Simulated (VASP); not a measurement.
# Pd: single point with RPBE

Pd:

```
Pd
1.0
     3.16799    0.00000    0.00000
     0.00000    3.16799    0.00000
     0.00000    0.00000    3.16799
Pd
2
Direct
  0.00000 0.00000 0.00000
  0.50000 0.50000 0.50000
```

This isn't the form of Pd at room conditions, which is fcc.

- Program: VASP 6.6.1
- Task: single point
- Functional: RPBE
- Potentials or basis: VASP PAW PBE potentials, release 64 (Pd)
- Cutoff: 520 eV
- k mesh: 11 × 11 × 11
- Occupations: fermi-dirac, width 0.05 eV
- Spin: collinear spin
- Starting moments: [0.5, -0.5] μB
- Dipole correction: no
- Further INCAR settings: ALGO = Normal; EDIFF = 1e-06; NBANDS = 21

- Pressure: -0.2 GPa
- Band gap on the k mesh: zero (filled and empty bands overlap)
- Net moment: 0.00 μB per cell
- Valence electrons inside the program's atomic spheres: Pd 9.31

Levels at points of the mesh, in eV from the Fermi level:
Spin up:
```tsv
k point	band 6	band 7	band 8	band 9	band 10	band 11	band 12	band 13	band 14	band 15
(0.00, 0.00, 0.00)	-2.64	-0.87	-0.87	0.17	0.17	0.17	9.01	9.01	9.01	16.62
```
Spin down:
```
           k point  band 7  band 8  band 9  band 10  band 11  band 12  band 13  band 14
(0.00, 0.00, 0.00)   -0.87   -0.87    0.17     0.17     0.17     9.01     9.01     9.01
```

Run time: 63 s on 1 thread of Intel Xeon 8259CL, with other jobs on the host, peak memory 0.18 GiB.

Caveat: the PAW data sets were made with another functional, which shifts forces and pressure a little.
